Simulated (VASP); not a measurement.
Here is a VASP 6.6.1 calculation.

Contents of INCAR:

```
AGGAC    = 1.0          
AGGAX    = 1.0          
ALDAC    = 0.0          
ALDAX    = 1.0          
ALGO     = Normal         # electronic algorithm
EDIFF    = 1E-7           # SCF threshold, eV
ENCUT    = 520            # plane-wave cutoff, eV
GGA      = B5             # functional
ISIF     = 2              # what is computed and relaxed
ISMEAR   = -1             # smearing method
LASPH    = True           # aspherical terms in the spheres
LCHARG   = False          # write CHGCAR
LREAL    = False          # projectors in reciprocal space
LWAVE    = False          # write WAVECAR
NBANDS   = 7              # bands
NELM     = 80             # most SCF steps
PREC     = Accurate       # precision mode
SIGMA    = 0.1            # smearing width, eV
```

Contents of KPOINTS:

```
k-points
0
Gamma
  13 13 13
```

Contents of POSCAR:

```
Mg
1.0
    0.0000000000      2.2495638927      2.2495638927
    2.2495638927      0.0000000000      2.2495638927
    2.2495638927      2.2495638927      0.0000000000
Mg
1
Direct
    0.0000000000      0.0000000000      0.0000000000
```

Potentials or basis: VASP PAW PBE potentials, release 64 (Mg).

Run with:

```sh
$ cat potpaw_PBE.64/Mg/POTCAR > POTCAR
$ mpirun -np 1 vasp_std > vasp.out
```

(1) Estimate the pressure.

(2) What does it give for the band gap on the k mesh?

## Answers

(1) 1.3 GPa.

(2) zero (band 1 reaches 3.91 eV, above the bottom of band 2 at 2.03 eV).

Caveat: the PAW data sets were made with another functional, which shifts forces and pressure a little.
